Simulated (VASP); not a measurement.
# CsI (Pm-3m) in VASP: relaxation of cell and atoms with LDA

Aim: the relaxation of cell and atoms of CsI with LDA.

All numbers are computed with VASP 6.6.1; they aren't measurements. Logs are shortened: lines on timing, memory, paths and dates and some standing lists are left out, and cuts for length are marked.

### 1 The cell of the first run

It takes space group Pm-3m (No. 221, cubic). The conventional cell has a = 4.567 Å, b = 4.567 Å, c = 4.567 Å, α = 90.00°, β = 90.00°, γ = 90.00°. Within 5.2 Å of Cs (site symmetry m-3m) lie 8 I at 3.95 Å and 6 Cs at 4.57 Å. I (site symmetry m-3m) has 8 Cs at 3.95 Å and 6 I at 4.57 Å within 5.2 Å.

### 2 Relaxation of cell and atoms, LDA

INCAR reads:

```
PREC = Accurate
ENCUT = 500
EDIFF = 1E-7
ISMEAR = -1
SIGMA = 0.08
LREAL = F
LASPH = T
NELM = 120
ALGO = Normal
ISIF = 3
LWAVE = F
LCHARG = F
IBRION = 2
NSW = 100
EDIFFG = -0.002
GGA_COMPAT = F
NELMIN = 4
```

KPOINTS reads:

```
Automatic mesh
0
Gamma
  10 10 10
```

POSCAR reads:

```
CsI
1.0
    4.5667000000      0.0000000000      0.0000000000
    0.0000000000      4.5667000000      0.0000000000
    0.0000000000      0.0000000000      4.5667000000
Cs I
1 1
Direct
    0.0000000000      0.0000000000      0.0000000000
    0.5000000000      0.5000000000      0.5000000000
```

Potentials or basis: VASP PAW LDA potentials, release 64 (Cs_sv, I).

Command:

```
$ cat potpaw_LDA.64/Cs_sv/POTCAR potpaw_LDA.64/I/POTCAR > POTCAR
$ mpirun -np 1 vasp_std > vasp.out
```

OUTCAR:

```text
PREC = Accurate
   ENCUT = 500
   EDIFF = 1E-7
   ISMEAR = -1
   LREAL = F
   LASPH = T
   NELM = 120
   ISIF = 3
   IBRION = 2
   NSW = 100
   EDIFFG = -0.002
   NELMIN = 4

 ion  position               nearest neighbor table
   1  0.000  0.000  0.000-
   2  0.500  0.500  0.500-

  LATTYP: Found a simple cubic cell.
 ALAT       =     4.5667000000

  Lattice vectors:

 A1 = (   4.5667000000,   0.0000000000,   0.0000000000)
 A2 = (   0.0000000000,   4.5667000000,   0.0000000000)
 A3 = (   0.0000000000,   0.0000000000,   4.5667000000)

Analysis of symmetry for initial positions (statically):
=====================================================================
 Subroutine PRICEL returns:
 Original cell was already a primitive cell.

 Routine SETGRP: Setting up the symmetry group for a
 simple cubic supercell.

 Subroutine GETGRP returns: Found 48 space group operations
 (whereof 48 operations were pure point group operations)
 out of a pool of 48 trial point group operations.

The static configuration has the point symmetry O_h .

Analysis of symmetry for dynamics (positions and initial velocities):
=====================================================================
 Subroutine PRICEL returns:
 Original cell was already a primitive cell.

 Routine SETGRP: Setting up the symmetry group for a
 simple cubic supercell.

 Subroutine GETGRP returns: Found 48 space group operations
 (whereof 48 operations were pure point group operations)
 out of a pool of 48 trial point group operations.

The dynamic configuration has the point symmetry O_h .

 Subroutine INISYM returns: Found 48 space group operations
 (whereof 48 operations are pure point group operations),
 and found     1 'primitive' translations

----------------------------------------------------------------------------------------

                                     Primitive cell

  volume of cell :      95.2374

  direct lattice vectors                    reciprocal lattice vectors
     4.566700000  0.000000000  0.000000000     0.218976504  0.000000000  0.000000000
     0.000000000  4.566700000  0.000000000     0.000000000  0.218976504  0.000000000
     0.000000000  0.000000000  4.566700000     0.000000000  0.000000000  0.218976504

  length of vectors
     4.566700000  4.566700000  4.566700000     0.218976504  0.218976504  0.218976504

  position of ions in fractional coordinates (direct lattice)
     0.000000000  0.000000000  0.000000000
     0.500000000  0.500000000  0.500000000

  ion indices of the primitive-cell ions
   primitive index   ion index
                 1           1
                 2           2

----------------------------------------------------------------------------------------

 KPOINTS: Automatic mesh

Automatic generation of k-mesh.
 Grid dimensions read from file:
 generate k-points for:   10   10   10

 Generating k-lattice:

  Cartesian coordinates                     Fractional coordinates (reciprocal lattice)
     0.021897650  0.000000000  0.000000000     0.100000000  0.000000000  0.000000000
     0.000000000  0.021897650  0.000000000     0.000000000  0.100000000  0.000000000
     0.000000000  0.000000000  0.021897650     0.000000000  0.000000000  0.100000000

  Length of vectors
     0.021897650  0.021897650  0.021897650

  Shift w.r.t. Gamma in fractional coordinates (k-lattice)
     0.000000000  0.000000000  0.000000000

 Subroutine IBZKPT returns following result:
 ===========================================

 Found     56 irreducible k-points:

 Following reciprocal coordinates:
            Coordinates               Weight
  0.000000  0.000000  0.000000      1.000000
  0.100000  0.000000  0.000000      6.000000
  0.200000  0.000000  0.000000      6.000000
  0.300000  0.000000  0.000000      6.000000
  0.400000  0.000000  0.000000      6.000000
  0.500000  0.000000  0.000000      3.000000
[... 16 lines left out ...]
  0.200000  0.100000  0.100000     24.000000
  0.300000  0.100000  0.100000     24.000000
 [... further k-points ...]
   k-points           NKPTS =     56   k-points in BZ     NKDIM =     56   number of bands    NBANDS=     12
   number of dos      NEDOS =    301   number of ions     NIONS =      2
   total plane-waves  NPLWV =  46656
   dimension x,y,z NGX =    36 NGY =   36 NGZ =   36
   dimension x,y,z NGXF=    72 NGYF=   72 NGZF=   72
   ions per type =               1   1
   NGX,Y,Z   is equivalent  to a cutoff of  13.11, 13.11, 13.11 a.u.
   NGXF,Y,Z  is equivalent  to a cutoff of  26.21, 26.21, 26.21 a.u.
 SYSTEM =  unknown system
   PREC   = accura    normal or accurate (medium, high low for compatibility)
   ISTART =      0    job   : 0-new  1-cont  2-samecut
   ICHARG =      2    charge: 1-file 2-atom 10-const
   ISPIN  =      1    spin polarized calculation?
   LNONCOLLINEAR =      F non collinear calculations
   LSORBIT =      F    spin-orbit coupling
   LASPH  =      T    aspherical Exc in radial PAW
   ENCUT  =  500.0 eV  36.75 Ry    6.06 a.u.   8.33  8.33  8.33*2*pi/ulx,y,z
   NELM   =    120;   NELMIN=  4; NELMDL= -5     # of ELM steps
   EDIFF  = 0.1E-06   stopping-criterion for ELM
   LREAL  =      F    real-space projection
   EDIFFG = -.2E-02   stopping-criterion for IOM
   NSW    =    100    number of steps for IOM
   IBRION =      2    ionic relax: 0-MD 1-quasi-New 2-CG
   NFREE  =      1    steps in history (QN), initial steepest desc. (CG)
   ISIF   =      3    stress and relaxation
   ISYM   =      2    0-nonsym 1-usesym 2-fastsym
   POTIM  = 0.5000    time-step for ionic-motion
   TEBEG  =    0.0;   TEEND  =   0.0 temperature during run
   PSTRESS=    0.0 pullay stress
   NELECT =      16.0000    total number of electrons
   NUPDOWN=      -1.0000    fix difference up-down
   EMIN   =  10.00;   EMAX   =-10.00  energy-range for DOS
   EFERMI =   0.00;   METHOD = LEGACY
   ISMEAR =    -1;   SIGMA  =   0.08  broadening in eV -4-tet -1-fermi 0-gaus
   EFERMI_NEDOS =   21; number of points for ismear=-14 and -15
   IALGO  =     38    algorithm
   IMIX   =      4    mixing-type and parameters
     AMIX     =   0.40;   BMIX     =  1.00
     AMIX_MAG =   1.60;   BMIX_MAG =  1.00
  volume/ion in A,a.u.               =      47.62       321.35
  Fermi-wavevector in a.u.,A,eV,Ry     =   0.903328  1.707043 11.102385  0.816002
  Thomas-Fermi vector in A             =   2.026641
   LORBIT       =      0    0 simple, 1 ext, 2 COOP (PROOUT), +10 PAW based schemes
   GGA     = CA    functional components
   LHFCALC =     F    Hartree Fock is set to
   AEXX    =    0.0000 exact exchange contribution
   IVDW    =     0    specifies the selected vdW correction
   LEPSILON=     F    determine dielectric tensor
   LRPA    =     F    only Hartree local field effects (RPA)
 conjugate gradient relaxation of ions
 non-spin polarized calculation
  energy-cutoff  :      500.00
  volume of cell :       95.24
 maximum number of plane-waves:      2469
 NGX is ok and might be reduce to    36
   NGX = 17   NGY = 17   NGZ = 17

--------------------------------------- Ionic step        1  -------------------------------------------

 number of electron      16.0000003 magnetization

 Free energy of the ion-electron system (eV)
  ---------------------------------------------------
  ext. energy  EPLUGINS =         0.00000000
  ---------------------------------------------------
  free energy    TOTEN  =        -6.14242297 eV

  energy without entropy =       -6.14242297  energy(sigma->0) =       -6.14242297

------------------------ aborting loop because EDIFF is reached ----------------------------------------

  FORCE on cell =-STRESS in cart. coord.  units (eV):
  Direction    XX          YY          ZZ          XY          YZ          ZX
  --------------------------------------------------------------------------------------
  -------------------------------------------------------------------------------------
  Total       -0.8127570     -0.8127570     -0.8127570     -0.0000000      0.0000000      0.0000000
  in kB      -13.6730011    -13.6730011    -13.6730011     -0.0000000      0.0000000      0.0000000
  external PRESSURE =     -13.6730011 kB  Pullay stress =       0.0000000 kB
[... 93 lines left out ...]
  energy  without entropy=       -6.1878831341  energy(sigma->0) =       -6.18788313

--------------------------------------- Ionic step        4  -------------------------------------------

 number of electron      15.9999997 magnetization

 Free energy of the ion-electron system (eV)
  ---------------------------------------------------
  ext. energy  EPLUGINS =         0.00000000
  ---------------------------------------------------
  free energy    TOTEN  =        -6.18801137 eV

  energy without entropy =       -6.18801137  energy(sigma->0) =       -6.18801137

 E-fermi :   3.0868     XC(G=0):  -8.5167

 val. band max:        1.3472493197   @ k =   0.5000   0.5000   0.0000
 cond. band min:       5.1263219036   @ k =   0.0000   0.0000   0.0000
 fundamental gap:      3.7790725839
 Fermi energy:         3.0868002885

 k-point     1 :       0.0000    0.0000    0.0000
  band No.  band energies     occupation
      1     -18.8888      2.00000
      2      -9.5485      2.00000
      3      -5.5707      2.00000
      4      -5.5707      2.00000
      5      -5.5707      2.00000
      6       1.2839      2.00000
      7       1.2839      2.00000
      8       1.2839      2.00000
      9       5.1263      0.00000
     10       5.1263      0.00000
     11       5.2745      0.00000
     12       9.2477      0.00000
[... 331 lines left out ...]
 k-point    24 :       0.3000    0.1000    0.1000
  band No.  band energies     occupation
      1     -18.8540      2.00000
      2      -9.5501      2.00000
      3      -5.7532      2.00000
      4      -5.5540      2.00000
      5      -5.5079      2.00000
      6       0.0399      2.00000
      7       0.9619      2.00000
      8       1.0649      2.00000
      9       6.0121      0.00000
     10       6.9296      0.00000
     11       7.1840      0.00000
     12       8.5616      0.00000

 [... further k-points ...]
[... 5 lines left out ...]
  --------------------------------------------------------------------------------------
  -------------------------------------------------------------------------------------
  Total        0.0019723      0.0019723      0.0019723      0.0000000      0.0000000      0.0000000
  in kB        0.0368917      0.0368917      0.0368917      0.0000000      0.0000000      0.0000000
  external PRESSURE =       0.0368917 kB  Pullay stress =       0.0000000 kB
[... 17 lines left out ...]
  FREE ENERGIE OF THE ION-ELECTRON SYSTEM (eV)
  ---------------------------------------------------
  free  energy   TOTEN  =        -6.1880113676 eV

  energy  without entropy=       -6.1880113675  energy(sigma->0) =       -6.18801137

 reached required accuracy - stopping structural energy minimisation
```

Run time: 3.5 min. Hardware: 1 thread of Oxide Virtual Turin-like, shared host; peak memory 0.19 GiB.

What came out:

- Free energy: -6.1880 eV
- Relaxed volume: 42.83 Å³/atom
- Relaxed cell: a = 4.408 Å, b = 4.408 Å, c = 4.408 Å, α = 90.00°, β = 90.00°, γ = 90.00°
- Space group after relaxing (to 0.1 Å): Pm-3m (No. 221)
- Energy gained by relaxing: 22.8 meV/atom
- Ionic steps: 4
- Pressure after relaxing: 0.0 GPa
- Band gap on the k mesh: 3.78 eV (least direct gap 3.84 eV)

The path:
```csv
step,energy change (eV),largest force (eV/Å),pressure (GPa),volume (Å³)
1,0.0000,0.0000,-1.37,95.24
2,-0.0362,0.0000,-0.70,89.75
3,-0.0455,0.0000,-0.08,86.13
4,-0.0456,0.0000,0.00,85.65
```

Final structure:
```xyz
2
Lattice="4.4081 0.0000 0.0000 0.0000 4.4081 0.0000 0.0000 0.0000 4.4081" Properties=species:S:1:pos:R:3 pbc="T T T"
Cs    0.0000    0.0000    0.0000
I     2.2040    2.2040    2.2040
```

Levels at points of the mesh, in eV from the valence-band top:
| k point | band 5 | band 6 | band 7 | band 8 | band 9 | band 10 | band 11 | band 12 |
| --- | --- | --- | --- | --- | --- | --- | --- | --- |
| (0.00, 0.00, 0.00) | -6.92 | -0.06 | -0.06 | -0.06 | 3.78 | 3.78 | 3.93 | 7.90 |
| (0.50, 0.00, 0.00) | -6.81 | -1.90 | -0.32 | -0.32 | 4.90 | 6.59 | 6.73 | 7.00 |
| (0.50, 0.50, 0.00) | -6.76 | -0.94 | -0.94 | 0.00 | 3.97 | 4.77 | 5.98 | 5.98 |
| (0.50, 0.50, 0.50) | -7.27 | -1.64 | -1.64 | -1.64 | 7.34 | 7.34 | 7.34 | 8.25 |

Caveat: spin-orbit coupling is left out, which moves the levels of the heavy elements. Zero-point motion and thermal expansion aren't in these numbers.
